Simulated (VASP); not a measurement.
Here is a VASP 6.6.1 calculation.

File INCAR:

```
ALGO = Normal
EDIFF = 1E-6
ENCUT = 520
GGA = PE
ISIF = 2
ISMEAR = 0
LASPH = True
LCHARG = True
LELF = True
LREAL = False
LVHAR = True
LWAVE = False
NBANDS = 29
NELM = 80
PREC = Accurate
SIGMA = 0.1
```

File KPOINTS:

```
k-points
0
Gamma
  6 6 6
```

File POSCAR:

```
K2ZrO2
1.0
   -1.9620843269      3.7666010511      5.4918082051
    1.9620843269     -3.7666010511      5.4918082051
    1.9620843269      3.7666010511     -5.4918082051
K Zr O
2 1 2
Direct
    0.3410964448      0.8410964448      0.5000000000
    0.6589035552      0.1589035552      0.5000000000
    0.0000000000      0.0000000000      0.0000000000
    0.2571588042      0.0000000000      0.2571588042
    0.7428411958      0.0000000000      0.7428411958
```

Potentials or basis: VASP PAW PBE potentials, release 64 (K_sv, Zr_sv, O).

Run with:

```sh
$ cat potpaw_PBE.64/K_sv/POTCAR potpaw_PBE.64/Zr_sv/POTCAR potpaw_PBE.64/O/POTCAR > POTCAR
$ mpirun -np 1 vasp_std > vasp.out
```

**Question.** What does it give for the pressure?

**Answer.** 0.2 GPa.

**Question.** Predict the band gap on the k mesh.

**Answer.** Zero (bands 21 and 22 overlap by 0.13 eV).

Forces on the atoms (eV/Å):
```
K    0.000  0.000 -0.009
K    0.000  0.000  0.009
Zr   0.000  0.000  0.000
O    0.000  0.057  0.000
O    0.000 -0.057  0.000
```
